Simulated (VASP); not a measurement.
TaN (rocksalt type), 2 atoms in the cell. Symmetry: Fm-3m, No. 225, cubic system. Conventional cell: a = 4.348 Å, b = 4.348 Å, c = 4.348 Å, α = 90.00°, β = 90.00°, γ = 90.00°. Within 2.9 Å of Ta (site symmetry m-3m) lie 6 N at 2.17 Å. Within 2.9 Å of N (site symmetry m-3m) lie 6 Ta at 2.17 Å. 

- Program: VASP 6.6.1
- Task: density of states
- Functional: LDA
- Potentials or basis: VASP PAW LDA potentials, release 64 (Ta_pv, N)
- Cutoff: 520 eV
- k mesh: 15 × 15 × 15
- Occupations: fermi-dirac, width 0.05 eV
- Spin: no spin polarisation
- Dipole correction: no
- k mesh for the DOS: 23 × 23 × 23
- Occupations for the DOS: tetrahedron
- Further INCAR settings: ALGO = Normal; EDIFF = 1e-06

Potentials or basis: VASP PAW LDA potentials, release 64 (Ta_pv, N).

Launch:

```sh
$ cat potpaw_LDA.64/Ta_pv/POTCAR potpaw_LDA.64/N/POTCAR > POTCAR
$ cp INCAR.step1 INCAR
$ cp KPOINTS.step1 KPOINTS
$ mpirun -np 1 vasp_std > vasp.out
$ cp INCAR.step2 INCAR
$ cp KPOINTS.step2 KPOINTS
$ mpirun -np 1 vasp_std > vasp.out
```

Hardware: 1 thread of Intel(R) Xeon(R) Platinum 8488C (Sapphire Rapids), on a shared host.

**Question.** Estimate the wall time of this run.

**Answer.** It took 50 s on 1 thread of Intel(R) Xeon(R) Platinum 8488C (Sapphire Rapids), on a shared host, peak memory 0.21 GiB. Counts: k points 364.
